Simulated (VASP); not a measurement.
Here is a VASP 6.6.1 calculation.

The input INCAR:

```
PREC = Accurate ; ENCUT = 600
EDIFF = 1E-6 ; ISMEAR = -1
SIGMA = 0.05 ; LREAL = False
LASPH = True ; NELM = 80
ALGO = Normal ; ISIF = 3
LWAVE = False ; LCHARG = False
GGA = PE ; IBRION = 2
NSW = 32 ; EDIFFG = -0.005
PSTRESS = 260.0
```

Contents of KPOINTS:

```
regular mesh
0
Gamma
  14 14 14
```

POSCAR

```
O
1.0
    0.0000000000      2.0906376853      2.0906376853
    2.0906376853      0.0000000000      2.0906376853
    2.0906376853      2.0906376853      0.0000000000
O
2
Direct
   -0.1250000000     -0.1250000000     -0.1250000000
    0.1250000000      0.1250000000      0.1250000000
```

Potentials or basis: VASP PAW PBE potentials, release 64 (O).

The run is started by

```sh
$ cat potpaw_PBE.64/O/POTCAR > POTCAR
$ mpirun -np 1 vasp_std > vasp.out
```

(1) Estimate the band gap on the k mesh.

(2) Estimate the space group after relaxing (to 0.1 Å).

(3) Predict the relaxed cell.

(4) Estimate the relaxed volume.

Results:

(1) zero (bands 6 and 7 overlap by 1.33 eV).

(2) Fd-3m (No. 227).

(3) a = 2.955 Å, b = 2.955 Å, c = 2.955 Å, α = 60.00°, β = 60.00°, γ = 60.00°.

(4) 9.13 Å³/atom.

Caveat: the cell is relaxed towards a set pressure, so the run minimises the enthalpy, not the energy.
